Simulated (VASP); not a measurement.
# SiO2 (P4_2/mnm) in VASP: a series of runs

The runs below take SiO2 through single point, with LDA.

Program: VASP 6.6.1. These are calculated values, not measurements. Logs are shortened: lines on timing, memory, paths and dates and some standing lists are left out, and cuts for length are marked.

## (1) The cell of the first run

Symmetry: P4_2/mnm, No. 136, tetragonal system. The conventional cell has a = 4.255 Å, b = 4.255 Å, c = 2.917 Å, α = 90.00°, β = 90.00°, γ = 90.00°. Within 2.4 Å of Si (site symmetry mmm) lie 6 O at 1.84 to 1.87 Å. O (site symmetry m2m) has 3 Si at 1.84 to 1.87 Å and 1 O at 2.34 Å within 2.4 Å.

## (2) Single point, LDA

The input, INCAR:

```
SYSTEM = SiO2
ALGO     = Normal         ! electronic algorithm
EDIFF    = 1E-6           ! SCF threshold, eV
ENCUT    = 520            ! plane-wave cutoff, eV
ISIF     = 2              ! what is computed and relaxed
ISMEAR   = 0              ! smearing method
LASPH    = .True.         ! aspherical terms in the spheres
LCHARG   = .True.         ! write CHGCAR
LELF     = .True.         ! ELF
LREAL    = .False.        ! projectors in reciprocal space
LVHAR    = .True.       
LWAVE    = .False.        ! write WAVECAR
NBANDS   = 25             ! bands
NELM     = 100            ! most SCF steps
PREC     = Accurate       ! precision mode
SIGMA    = 0.05           ! smearing width, eV
```

The input, KPOINTS:

```
k-points
0
Gamma
  6 6 8
  0 0 0
```

The input, POSCAR:

```
SiO2
1.0
    4.2549000000      0.0000000000      0.0000000000
    0.0000000000      4.2549000000      0.0000000000
    0.0000000000      0.0000000000      2.9168000000
Si O
2 4
Direct
    0.5000000000      0.5000000000      0.5000000000
    0.0000000000      0.0000000000      0.0000000000
    0.6944252994      0.6944252994      0.0000000000
    0.1944252994      0.8055747006      0.5000000000
    0.3055747006      0.3055747006      0.0000000000
    0.8055747006      0.1944252994      0.5000000000
```

Potentials or basis: VASP PAW LDA potentials, release 64 (Si, O).

Launch:

```bash
> cat potpaw_LDA.64/Si/POTCAR potpaw_LDA.64/O/POTCAR > POTCAR
> mpirun -np 1 vasp_std > vasp.out
```

OUTCAR:

```text
SYSTEM = SiO2
   EDIFF = 1E-6
   ENCUT = 520
   ISIF = 2
   ISMEAR = 0
   LASPH = .True.
   LREAL = .False.
   NELM = 100
   PREC = Accurate

 ion  position               nearest neighbor table
   1  0.500  0.500  0.500-   4 1.84   6 1.84   5 1.87   3 1.87   3 1.87   5 1.87
   2  0.000  0.000  0.000-   3 1.84   5 1.84   4 1.87   6 1.87   4 1.87   6 1.87
   3  0.694  0.694  0.000-   2 1.84   1 1.87   1 1.87
   4  0.194  0.806  0.500-   1 1.84   2 1.87   2 1.87
   5  0.306  0.306  0.000-   2 1.84   1 1.87   1 1.87
   6  0.806  0.194  0.500-   1 1.84   2 1.87   2 1.87

  LATTYP: Found a simple tetragonal cell.
 ALAT       =     4.2549000000
 C/A-ratio  =     0.6855155233

  Lattice vectors:

 A1 = (   4.2549000000,   0.0000000000,   0.0000000000)
 A2 = (   0.0000000000,   4.2549000000,   0.0000000000)
 A3 = (   0.0000000000,   0.0000000000,   2.9168000000)

Analysis of symmetry for initial positions (statically):
=====================================================================
 Subroutine PRICEL returns:
 Original cell was already a primitive cell.

 Routine SETGRP: Setting up the symmetry group for a
 simple tetragonal supercell.

 Subroutine GETGRP returns: Found 16 space group operations
 (whereof  8 operations were pure point group operations)
 out of a pool of 16 trial point group operations.

The static configuration has the point symmetry D_2h.
 The point group associated with its full space group is D_4h.

Analysis of symmetry for dynamics (positions and initial velocities):
=====================================================================
 Subroutine PRICEL returns:
 Original cell was already a primitive cell.

 Routine SETGRP: Setting up the symmetry group for a
 simple tetragonal supercell.

 Subroutine GETGRP returns: Found 16 space group operations
 (whereof  8 operations were pure point group operations)
 out of a pool of 16 trial point group operations.

The dynamic configuration has the point symmetry D_2h.
 The point group associated with its full space group is D_4h.

 Subroutine INISYM returns: Found 16 space group operations
 (whereof  8 operations are pure point group operations),
 and found     1 'primitive' translations

----------------------------------------------------------------------------------------

                                     Primitive cell

  volume of cell :      52.8063

  direct lattice vectors                    reciprocal lattice vectors
     4.254900000  0.000000000  0.000000000     0.235023150  0.000000000  0.000000000
     0.000000000  4.254900000  0.000000000     0.000000000  0.235023150  0.000000000
     0.000000000  0.000000000  2.916800000     0.000000000  0.000000000  0.342841470

  length of vectors
     4.254900000  4.254900000  2.916800000     0.235023150  0.235023150  0.342841470

  position of ions in fractional coordinates (direct lattice)
     0.500000000  0.500000000  0.500000000
     0.000000000  0.000000000  0.000000000
     0.694425299  0.694425299  0.000000000
     0.194425299  0.805574701  0.500000000
     0.305574701  0.305574701  0.000000000
     0.805574701  0.194425299  0.500000000

  ion indices of the primitive-cell ions
   primitive index   ion index
                 1           1
                 2           2
                 3           3
                 4           4
                 5           5
                 6           6

----------------------------------------------------------------------------------------

 KPOINTS: k-points

Automatic generation of k-mesh.
 Grid dimensions read from file:
 generate k-points for:    6    6    8

 Generating k-lattice:

  Cartesian coordinates                     Fractional coordinates (reciprocal lattice)
     0.039170525  0.000000000  0.000000000     0.166666667  0.000000000  0.000000000
     0.000000000  0.039170525  0.000000000     0.000000000  0.166666667  0.000000000
     0.000000000  0.000000000  0.042855184     0.000000000  0.000000000  0.125000000

  Length of vectors
     0.039170525  0.039170525  0.042855184

  Shift w.r.t. Gamma in fractional coordinates (k-lattice)
     0.000000000  0.000000000  0.000000000

 Subroutine IBZKPT returns following result:
 ===========================================

 Found     50 irreducible k-points:

 Following reciprocal coordinates:
            Coordinates               Weight
  0.000000  0.000000  0.000000      1.000000
  0.166667  0.000000  0.000000      4.000000
  0.333333  0.000000  0.000000      4.000000
  0.500000  0.000000  0.000000      2.000000
  0.166667  0.166667  0.000000      4.000000
  0.333333  0.166667  0.000000      8.000000
[... 16 lines left out ...]
  0.333333  0.000000  0.250000      8.000000
  0.500000  0.000000  0.250000      4.000000
 [... further k-points ...]
   k-points           NKPTS =     50   k-points in BZ     NKDIM =     50   number of bands    NBANDS=     25
   number of dos      NEDOS =    301   number of ions     NIONS =      6
   total plane-waves  NPLWV =  24576
   dimension x,y,z NGX =    32 NGY =   32 NGZ =   24
   dimension x,y,z NGXF=    64 NGYF=   64 NGZF=   48
   ions per type =               2   4
   NGX,Y,Z   is equivalent  to a cutoff of  12.50, 12.50, 13.68 a.u.
   NGXF,Y,Z  is equivalent  to a cutoff of  25.01, 25.01, 27.36 a.u.
 SYSTEM =  SiO2
   PREC   = accura    normal or accurate (medium, high low for compatibility)
   ISTART =      0    job   : 0-new  1-cont  2-samecut
   ICHARG =      2    charge: 1-file 2-atom 10-const
   ISPIN  =      1    spin polarized calculation?
   LNONCOLLINEAR =      F non collinear calculations
   LSORBIT =      F    spin-orbit coupling
   LASPH  =      T    aspherical Exc in radial PAW
   ENCUT  =  520.0 eV  38.22 Ry    6.18 a.u.   7.91  7.91  5.42*2*pi/ulx,y,z
   NELM   =    100;   NELMIN=  2; NELMDL= -5     # of ELM steps
   EDIFF  = 0.1E-05   stopping-criterion for ELM
   LREAL  =      F    real-space projection
   EDIFFG = 0.1E-04   stopping-criterion for IOM
   NSW    =      0    number of steps for IOM
   IBRION =     -1    ionic relax: 0-MD 1-quasi-New 2-CG
   NFREE  =      0    steps in history (QN), initial steepest desc. (CG)
   ISIF   =      2    stress and relaxation
   ISYM   =      2    0-nonsym 1-usesym 2-fastsym
   POTIM  = 0.5000    time-step for ionic-motion
   TEBEG  =    0.0;   TEEND  =   0.0 temperature during run
   PSTRESS=    0.0 pullay stress
   NELECT =      32.0000    total number of electrons
   NUPDOWN=      -1.0000    fix difference up-down
   EMIN   =  10.00;   EMAX   =-10.00  energy-range for DOS
   EFERMI =   0.00;   METHOD = LEGACY
   ISMEAR =     0;   SIGMA  =   0.05  broadening in eV -4-tet -1-fermi 0-gaus
   EFERMI_NEDOS =   21; number of points for ismear=-14 and -15
   IALGO  =     38    algorithm
   IMIX   =      4    mixing-type and parameters
     AMIX     =   0.40;   BMIX     =  1.00
     AMIX_MAG =   1.60;   BMIX_MAG =  1.00
  volume/ion in A,a.u.               =       8.80        59.39
  Fermi-wavevector in a.u.,A,eV,Ry     =   1.385361  2.617953 26.112652  1.919226
  Thomas-Fermi vector in A             =   2.509779
   LORBIT       =      0    0 simple, 1 ext, 2 COOP (PROOUT), +10 PAW based schemes
   GGA     = CA    functional components
   LHFCALC =     F    Hartree Fock is set to
   AEXX    =    0.0000 exact exchange contribution
   IVDW    =     0    specifies the selected vdW correction
   LEPSILON=     F    determine dielectric tensor
   LRPA    =     F    only Hartree local field effects (RPA)
 non-spin polarized calculation
 Gauss-broadening in eV      SIGMA  =   0.05
  energy-cutoff  :      520.00
  volume of cell :       52.81
 maximum number of plane-waves:      1444
 NGX is ok and might be reduce to    32
   NGX = 15   NGY = 15   NGZ = 11

 number of electron      32.0000017 magnetization

 Free energy of the ion-electron system (eV)
  ---------------------------------------------------
  ext. energy  EPLUGINS =         0.00000000
  ---------------------------------------------------
  free energy    TOTEN  =       -50.91147675 eV

  energy without entropy =      -50.91147675  energy(sigma->0) =      -50.91147675

 E-fermi :   6.7699     XC(G=0): -12.1277

 val. band max:        6.4858445484   @ k =   0.0000   0.0000   0.0000
 cond. band min:       9.7079409518   @ k =   0.0000   0.0000   0.0000
 fundamental gap:      3.2220964035
 Fermi energy:         6.7698818788

 k-point     1 :       0.0000    0.0000    0.0000
  band No.  band energies     occupation
      1     -14.5803      2.00000
      2     -11.3433      2.00000
      3     -11.3433      2.00000
      4     -11.0197      2.00000
      5      -3.7192      2.00000
      6       0.9036      2.00000
[... 17 lines left out ...]
     24      19.5000      0.00000
     25      20.6250      0.00000

 k-point     2 :       0.1667    0.0000    0.0000
  band No.  band energies     occupation
      1     -14.4445      2.00000
      2     -11.8694      2.00000
      3     -11.2798      2.00000
      4     -10.7855      2.00000
      5      -3.4706      2.00000
      6       0.2419      2.00000
[... 17 lines left out ...]
     24      19.0294      0.00000
     25      20.5415      0.00000

 k-point     3 :       0.3333    0.0000    0.0000
  band No.  band energies     occupation
      1     -14.0485      2.00000
      2     -12.6606      2.00000
      3     -11.1085      2.00000
      4     -10.7397      2.00000
      5      -2.8174      2.00000
      6      -0.8641      2.00000
[... 17 lines left out ...]
     24      18.9362      0.00000
     25      19.0782      0.00000

 k-point     4 :       0.5000    0.0000    0.0000
  band No.  band energies     occupation
      1     -13.4295      2.00000
      2     -13.4295      2.00000
      3     -10.8926      2.00000
      4     -10.8926      2.00000
      5      -1.9163      2.00000
      6      -1.9163      2.00000
[... 17 lines left out ...]
     24      17.6406      0.00000
     25      20.1500      0.00000

 k-point     5 :       0.1667    0.1667    0.0000
  band No.  band energies     occupation
      1     -14.3123      2.00000
      2     -12.0211      2.00000
      3     -11.4293      2.00000
      4     -10.7239      2.00000
      5      -3.2161      2.00000
      6       0.0138      2.00000
[... 17 lines left out ...]
     24      19.0114      0.00000
     25      20.0053      0.00000

 k-point     6 :       0.3333    0.1667    0.0000
  band No.  band energies     occupation
      1     -13.9284      2.00000
      2     -12.6260      2.00000
      3     -11.3267      2.00000
      4     -10.8133      2.00000
      5      -2.5608      2.00000
      6      -0.7663      2.00000
[... 17 lines left out ...]
     24      18.9912      0.00000
     25      19.0984      0.00000
[... 393 lines left out ...]
 k-point    21 :       0.0000    0.0000    0.2500
  band No.  band energies     occupation
      1     -13.9385      2.00000
      2     -11.2215      2.00000
      3     -11.1016      2.00000
      4     -11.1016      2.00000
      5      -3.5612      2.00000
      6       0.2004      2.00000
[... 17 lines left out ...]
     24      19.0833      0.00000
     25      19.1549      0.00000

 k-point    22 :       0.1667    0.0000    0.2500
  band No.  band energies     occupation
      1     -13.8154      2.00000
      2     -11.6360      2.00000
      3     -11.0674      2.00000
      4     -10.9085      2.00000
      5      -3.2885      2.00000
      6      -0.1897      2.00000
[... 17 lines left out ...]
     24      18.6753      0.00000
     25      19.3440      0.00000

 k-point    23 :       0.3333    0.0000    0.2500
  band No.  band energies     occupation
      1     -13.4593      2.00000
      2     -12.2635      2.00000
      3     -10.9810      2.00000
      4     -10.8425      2.00000
      5      -2.5606      2.00000
      6      -0.6108      2.00000
[... 17 lines left out ...]
     24      18.0477      0.00000
     25      19.3830      0.00000

 k-point    24 :       0.5000    0.0000    0.2500
  band No.  band energies     occupation
      1     -12.9143      2.00000
      2     -12.9143      2.00000
      3     -10.8867      2.00000
      4     -10.8867      2.00000
      5      -1.5519      2.00000
      6      -1.5519      2.00000
[... 17 lines left out ...]
     24      17.9683      0.00000
     25      19.2316      0.00000

 [... further k-points ...]
[... 5 lines left out ...]
  --------------------------------------------------------------------------------------
  -------------------------------------------------------------------------------------
  Total       -8.6994801     -8.6994801    -17.8805461      0.0000000      0.0000000      0.0000000
  in kB     -263.9480844   -263.9480844   -542.5078085      0.0000000      0.0000000      0.0000000
  external PRESSURE =    -356.8013258 kB  Pullay stress =       0.0000000 kB

 VOLUME and BASIS-vectors are now :
 -----------------------------------------------------------------------------
  energy-cutoff  :      520.00
  volume of cell :       52.81
      direct lattice vectors                 reciprocal lattice vectors
     4.254900000  0.000000000  0.000000000     0.235023150  0.000000000  0.000000000
     0.000000000  4.254900000  0.000000000     0.000000000  0.235023150  0.000000000
     0.000000000  0.000000000  2.916800000     0.000000000  0.000000000  0.342841470

 POSITION                                       TOTAL-FORCE (eV/Angst)
 -----------------------------------------------------------------------------------
      2.12745      2.12745      1.45840         0.000000      0.000000      0.000000
      0.00000      0.00000      0.00000         0.000000      0.000000      0.000000
      2.95471      2.95471      0.00000        -0.061272     -0.061272      0.000000
      0.82726      3.42764      1.45840        -0.061272      0.061272      0.000000
      1.30019      1.30019      0.00000         0.061272      0.061272     -0.000000
      3.42764      0.82726      1.45840         0.061272     -0.061272      0.000000
 -----------------------------------------------------------------------------------
    total drift:                                0.000000      0.000000     -0.000000

  FREE ENERGIE OF THE ION-ELECTRON SYSTEM (eV)
  ---------------------------------------------------
  free  energy   TOTEN  =       -50.9114767493 eV

  energy  without entropy=      -50.9114767493  energy(sigma->0) =      -50.91147675
```

It took 92 s on 1 thread of AMD EPYC 7R13, shared host; peak memory 0.14 GiB.

What came out:

```yaml
Free_energy: -50.9115 eV
Pressure: -35.7 GPa
Largest_force: 0.087 eV/Å
Band_gap_on_the_k_mesh: 3.22 eV, direct
```

Forces in eV/Å, atoms in the order of the input:
```
Si   0.000  0.000  0.000
Si   0.000  0.000  0.000
O   -0.061 -0.061  0.000
O   -0.061  0.061  0.000
O    0.061  0.061  0.000
O    0.061 -0.061  0.000
```

Levels at points of the mesh, in eV from the valence-band top:
```tsv
k point	band 12	band 13	band 14	band 15	band 16	band 17	band 18	band 19	band 20	band 21
(0.00, 0.00, 0.00)	-3.05	-2.57	-0.74	-0.74	0.00	3.22	5.02	6.46	6.46	9.25
(0.50, 0.00, 0.00)	-3.36	-2.61	-2.61	-0.87	-0.87	5.57	5.57	7.14	7.14	10.64
(0.50, 0.50, 0.00)	-3.20	-2.64	-2.64	-1.70	-1.70	5.32	5.32	8.08	8.08	12.06
(0.00, 0.00, 0.50)	-4.14	-2.75	-2.75	-2.21	-2.21	7.34	7.34	11.10	11.10	11.70
(0.50, 0.00, 0.50)	-3.49	-1.88	-1.88	-1.43	-1.43	7.29	7.29	8.92	8.92	11.60
(0.50, 0.50, 0.50)	-3.92	-1.37	-1.37	-1.24	-1.24	5.68	5.68	10.12	10.12	10.73
```

[end of part 1 of 2]
